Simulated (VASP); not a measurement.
## ZnS: vibrations by perturbation theory with LDA

Crystal: ZnS.

```
Zn S
1.0
     0.00000    2.55402    2.55402
     2.55402    0.00000    2.55402
     2.55402    2.55402    0.00000
Zn S
1 1
Direct
  0.00000 0.00000 0.00000
  0.75000 0.75000 0.75000
```

```
Program                : VASP 6.6.1
Task                   : vibrations by perturbation theory
Functional             : LDA
Potentials or basis    : VASP PAW LDA potentials, release 64 (Zn, S)
Cutoff                 : 520 eV
k mesh                 : 10 × 10 × 10
Occupations            : gaussian, width 0.01 eV
Spin                   : no spin polarisation
Dipole correction      : no
Further INCAR settings : ALGO = Normal; EDIFF = 1e-08; IBRION = 8; NSW = 1
```

- Electronic dielectric tensor (diagonal): 6.17
- Born charges (mean of the diagonal): Zn +1.76; S -1.76 e
- Highest phonon frequency at Γ, LO-TO splitting left out: 350 cm⁻¹

Phonon frequencies in cm⁻¹ (negative: imaginary):
| q point | frequencies |
| --- | --- |
| (0.000, 0.000, 0.000) | 0 0 0 350 350 350 |

Electronic dielectric tensor:
```
6.17 0.00 0.00
0.00 6.17 0.00
0.00 0.00 6.17
```

Born effective charge tensors (e):
atom 1, Zn
```
1.76 0.00 0.00
0.00 1.76 0.00
0.00 0.00 1.76
```
atom 2, S
```
-1.76  0.00  0.00
 0.00 -1.76  0.00
 0.00  0.00 -1.76
```

It took 4.2 min on 1 thread of Intel(R) Xeon(R) Platinum 8559C (Emerald Rapids), on a shared host, peak memory 0.31 GiB.

Caveat: the cell wasn't relaxed at this level first, which shifts response properties.
